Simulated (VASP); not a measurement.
# SnO2 in VASP: a series of runs, part 2 of 2

VASP 6.6.1. The steps go on from the part before.

## 6. Single point, PBEsol

This run uses another cell than the first one, of 12.18 Å³/atom.

Contents of INCAR:

```
SYSTEM = SnO2
ALGO = Normal
EDIFF = 1E-7
ENCUT = 520
GGA = PS
ISIF = 2
ISMEAR = -1
LASPH = .TRUE.
LCHARG = .FALSE.
LREAL = .FALSE.
LWAVE = .FALSE.
NBANDS = 35
NELM = 80
PREC = Accurate
SIGMA = 0.05
```

Contents of KPOINTS:

```
k-points
0
G
  5 5 6
  0 0 0
```

Contents of POSCAR:

```
SnO2
1.0
    4.7700576505      0.0000000000      0.0000000000
    0.0000000000      4.7687434393      0.0000000000
    0.0000000000      0.0000000000      3.2115498224
Sn O
2 4
Direct
    0.0000000000      0.0000000000      0.0000000000
    0.5000000000      0.5000000000      0.5000000000
    0.6939882629      0.6933684678      0.0000000000
    0.1939882629      0.8066315322      0.5000000000
    0.8060117371      0.1933684678      0.5000000000
    0.3060117371      0.3066315322      0.0000000000
```

Potentials or basis: VASP PAW PBE potentials, release 64 (Sn_d, O).

Launch:

```
cat potpaw_PBE.64/Sn_d/POTCAR potpaw_PBE.64/O/POTCAR > POTCAR
mpirun -np 1 vasp_std > vasp.out
```

OUTCAR:

```text
SYSTEM = SnO2
   EDIFF = 1E-7
   ENCUT = 520
   GGA = PS
   ISIF = 2
   ISMEAR = -1
   LASPH = .TRUE.
   LREAL = .FALSE.
   NELM = 80
   PREC = Accurate

 ion  position               nearest neighbor table
   1  0.000  0.000  0.000-   3 2.07   6 2.07   5 2.07   4 2.07   4 2.07   5 2.07   2 3.74   2 3.74
                             2 3.74   2 3.74   2 3.74   2 3.74   2 3.74   2 3.74
   2  0.500  0.500  0.500-   4 2.07   5 2.07   3 2.07   6 2.07   3 2.07   6 2.07   1 3.74   1 3.74
                             1 3.74   1 3.74   1 3.74   1 3.74   1 3.74   1 3.74
   3  0.694  0.693  0.000-   1 2.07   2 2.07   2 2.07
   4  0.194  0.807  0.500-   2 2.07   1 2.07   1 2.07
   5  0.806  0.193  0.500-   2 2.07   1 2.07   1 2.07
   6  0.306  0.307  0.000-   1 2.07   2 2.07   2 2.07

  LATTYP: Found a simple orthorhombic cell.
 ALAT       =     3.2115498224
 B/A-ratio  =     1.4848729439
 C/A-ratio  =     1.4852821579

  Lattice vectors:

 A1 = (   0.0000000000,   0.0000000000,  -3.2115498224)
 A2 = (   0.0000000000,   4.7687434393,   0.0000000000)
 A3 = (   4.7700576505,   0.0000000000,   0.0000000000)

Analysis of symmetry for initial positions (statically):
=====================================================================
[... 188 lines left out ...]

 k-point     1 :       0.0000    0.0000    0.0000
  band No.  band energies     occupation
      1     -15.2272      2.00000
      2     -14.4787      2.00000
      3     -14.2338      2.00000
      4     -14.2088      2.00000
      5     -14.2087      2.00000
      6     -14.1390      2.00000
[... 901 lines left out ...]
     34      17.6149      0.00000
     35      17.8968      0.00000

 [... further k-points ...]

------------------------ aborting loop because EDIFF is reached ----------------------------------------

  FORCE on cell =-STRESS in cart. coord.  units (eV):
  Direction    XX          YY          ZZ          XY          YZ          ZX
  --------------------------------------------------------------------------------------
  -------------------------------------------------------------------------------------
  Total        0.2372187      0.2576999      0.4193350     -0.0000000      0.0000000      0.0000000
  in kB        5.2025627      5.6517443      9.1966458     -0.0000000      0.0000000      0.0000000
  external PRESSURE =       6.6836510 kB  Pullay stress =       0.0000000 kB

 VOLUME and BASIS-vectors are now :
 -----------------------------------------------------------------------------
  energy-cutoff  :      520.00
  volume of cell :       73.05
      direct lattice vectors                 reciprocal lattice vectors
     4.770057651  0.000000000  0.000000000     0.209641072  0.000000000  0.000000000
     0.000000000  4.768743439  0.000000000     0.000000000  0.209698847  0.000000000
     0.000000000  0.000000000  3.211549822     0.000000000  0.000000000  0.311376144

 POSITION                                       TOTAL-FORCE (eV/Angst)
 -----------------------------------------------------------------------------------
      0.00000      0.00000      0.00000        -0.000000      0.000000     -0.000000
      2.38503      2.38437      1.60577        -0.000000      0.000000     -0.000000
      3.31036      3.30650      0.00000         0.014966      0.016884      0.000000
      0.92534      3.84662      1.60577         0.014966     -0.016884      0.000000
      3.84472      0.92212      1.60577        -0.014966      0.016884      0.000000
      1.45969      1.46225      0.00000        -0.014966     -0.016884     -0.000000
 -----------------------------------------------------------------------------------
    total drift:                                0.000000      0.000000      0.000000

  FREE ENERGIE OF THE ION-ELECTRON SYSTEM (eV)
  ---------------------------------------------------
  free  energy   TOTEN  =       -39.6691968494 eV

  energy  without entropy=      -39.6691952914  energy(sigma->0) =      -39.66919607
```

stdout:

```text
POSCAR found type information on POSCAR SnO
 POSCAR found :  2 types and       6 ions
 scaLAPACK will be used
 -----------------------------------------------------------------------------
|                                                                             |
|                                                                             |
|     You enforced a specific xc type in the INCAR file but a different       |
|     I HOPE YOU KNOW WHAT YOU ARE DOING!                                     |
|                                                                             |
 -----------------------------------------------------------------------------

 LDA part: xc-table for (Slater+PW92), standard interpolation
 POSCAR, INCAR and KPOINTS ok, starting setup
 FFT: planning ... GRIDC
 FFT: planning ... GRID_SOFT
 FFT: planning ... GRID
 WAVECAR not read
 entering main loop
```

Run time: 29 s. Hardware: 1 thread of Intel Xeon 6975P-C (Granite Rapids), shared host; peak memory 0.21 GiB.

What came out:

| Quantity | Value |
| --- | --- |
| Free energy | -39.6692 eV |
| Pressure | 0.7 GPa |
| Largest force | 0.023 eV/Å |
| Band gap on the k mesh | 0.92 eV |

Forces on the atoms (eV/Å):
```
Sn   0.000  0.000  0.000
Sn   0.000  0.000  0.000
O    0.015  0.017  0.000
O    0.015 -0.017  0.000
O   -0.015  0.017  0.000
O   -0.015 -0.017  0.000
```

Caveat: the PAW data sets were made with another functional, which shifts forces and pressure a little; spin-orbit coupling is left out, which moves the levels of the heavy elements.

## 7. Summary

| level | potentials or basis | cell | k mesh | gap on the mesh (eV) | pressure (GPa) | largest force (eV/Å) |
| --- | --- | --- | --- | --- | --- | --- |
| PBEsol | VASP PAW PBE potentials, release 64 (Sn_d, O) | a = 4.788, b = 4.867, c = 3.241 Å, 6 atoms, atomic positions A | 6 × 6 × 8 | 0.72 | -5.8 | 0.10 |
| PBE+D4 | VASP PAW PBE potentials, release 64 (Sn_d, O) | a = 4.787, b = 4.790, c = 3.229 Å, 6 atoms, atomic positions B | 6 × 6 × 8 | 0.85 | 0.6 | 0.01 |
| PBE+D3(BJ) | VASP PAW PBE potentials, release 64 (Sn_d, O) | a = 4.793, b = 4.795, c = 3.230 Å, 6 atoms, atomic positions B | 6 × 6 × 8 | 0.83 | 0.6 | 0.02 |
| LDA | VASP PAW LDA potentials, release 64 (Sn_d, O) | a = 4.723, b = 4.723, c = 3.191 Å, 6 atoms, atomic positions B | 5 × 5 × 6 | 1.19 | 1.0 | 0.02 |
| PBEsol | VASP PAW PBE potentials, release 64 (Sn_d, O) | a = 4.770, b = 4.769, c = 3.212 Å, 6 atoms, atomic positions B | 5 × 5 × 6 | 0.92 | 0.7 | 0.02 |

Alike in all rows: task single point; no spin polarisation; cutoff (eV) 520; smearing fermi-dirac 0.05 eV.

Caveats: spin-orbit coupling is left out, which moves the levels of the heavy elements; the PAW data sets were made with another functional, which shifts forces and pressure a little (at least some runs); the cell stands under tension (at least some runs).

Total energies depend on the potentials used, so only differences within one code and one set of settings carry meaning.
